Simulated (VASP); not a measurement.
Runs of VASP 6.6.1 on ScNb. Symmetry: P-6m2, No. 187, hexagonal system. Conventional cell: a = 3.066 Å, b = 3.066 Å, c = 5.072 Å, α = 90.00°, β = 90.00°, γ = 120.00°. Within 4.0 Å of Nb (site symmetry -6m2) lie 6 Nb at 3.07 Å and 6 Sc at 3.09 Å. Within 4.0 Å of Sc (site symmetry -6m2) lie 6 Sc at 3.07 Å and 6 Nb at 3.09 Å. 

| level | spin | k mesh | smearing | gap on the mesh (eV) | pressure (GPa) |
| --- | --- | --- | --- | --- | --- |
| r2SCAN | off | 8 × 8 × 5 | methfessel-paxton 0.1 eV | none | 0.2 |
| PBE | off | 10 × 10 × 5 | methfessel-paxton 0.1 eV | none | (a) |
| RPBE | non-collinear, zero start, SOC | 7 × 7 × 4 | methfessel-paxton 0.2 eV | - | 2.3 |
| PBE | off | 8 × 8 × 5 | gaussian 0.05 eV | none | -0.1 |

Alike in all rows: task single point; potentials or basis VASP PAW PBE potentials, release 64 (Nb_sv, Sc_sv); cell as given; cutoff (eV) 520.

Problem. Fill in the values left out.

Solution. (a) -0.2.

Caveats: the PAW data sets were made with another functional, which shifts forces and pressure a little (some runs).

A k mesh can miss the band edges, and rows without SOC leave out spin-orbit coupling on Nb.

A gap of «none» marks levels without a gap at the run's occupations.
